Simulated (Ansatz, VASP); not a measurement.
GaN in VASP and in Ansatz

The input INCAR:

```
PREC = Accurate
ENCUT = 600
EDIFF = 1E-7
ISMEAR = 0
SIGMA = 0.02
LREAL = False
LASPH = True
NELM = 80
ALGO = Normal
ISIF = 3
LWAVE = False
LCHARG = False
GGA = PS
IBRION = 2
NSW = 100
EDIFFG = -0.005
```

The input KPOINTS:

```
Automatic mesh
0
Gamma
  12 12 6
```

POSCAR

```
GaN
1.0
    3.1889304000      0.0000000000      0.0000000000
   -1.5944652000      2.7616947400      0.0000000000
    0.0000000000      0.0000000000      5.1923572500
Ga N
2 2
Direct
    0.6666666700      0.3333333300      0.4990837100
    0.3333333300      0.6666666700      0.9990837100
    0.6666666700      0.3333333300      0.8759162900
    0.3333333300      0.6666666700      0.3759162900
```

Input for Ansatz:

```yaml
crystal:
  lattice:
    - [3.1889304, 0.0, 0.0]
    - [-1.5944652, 2.76169474, 0.0]
    - [0.0, 0.0, 5.19235725]
  atoms:
    - { symbol: Ga, position: [0.66666667, 0.33333333, 0.49908371] }
    - { symbol: Ga, position: [0.33333333, 0.66666667, 0.99908371] }
    - { symbol: "N", position: [0.66666667, 0.33333333, 0.87591629] }
    - { symbol: "N", position: [0.33333333, 0.66666667, 0.37591629] }
basis:
  ecutwfc: 420
kpoints:
  mp_grid: { grid: [12, 12, 6] }
hamiltonian:
  xc: pbesol
scf:
  occupations: { method: gaussian, width: 0.02 }
output:
  forces: true
  stress: true
  eigenvalues: true
relax:
  adjacent_minimum: "off"
  f_tol: 0.005
  max_steps: 80
  cell: { stress_tol: 0.05 }
```

Alike in both runs: task relaxation of cell and atoms; functional PBEsol; k mesh 12 × 12 × 6; occupations gaussian, width 0.02 eV; no spin polarisation.

|  | VASP | Ansatz |
| --- | --- | --- |
| version | VASP 6.6.1 | Ansatz 0.2.0 |
| potentials or method | VASP PAW PBE potentials, release 64 (Ga_d, N), cutoff 600 eV | scalar-relativistic, plane waves, PAW |
| valence electrons in the cell | 36 | 36 |

VASP gave:

| Item | Value |
| --- | --- |
| gap on the k mesh at the Fermi level, each at its own relaxed structure (eV) | 1.91 |
| relaxed volume (Å³/atom) | 11.35 |
| relaxed length of the cell vector where the two differ most in proportion (Å) | 5.181 |

Problem. What did Ansatz give for the same quantities?

Solution. gap on the k mesh at the Fermi level, each at its own relaxed structure (eV): 1.88; relaxed volume (Å³/atom): 11.37; relaxed length of the cell vector where the two differ most in proportion (Å): 5.185.

VASP's potentials were made for PBE, not for PBEsol.
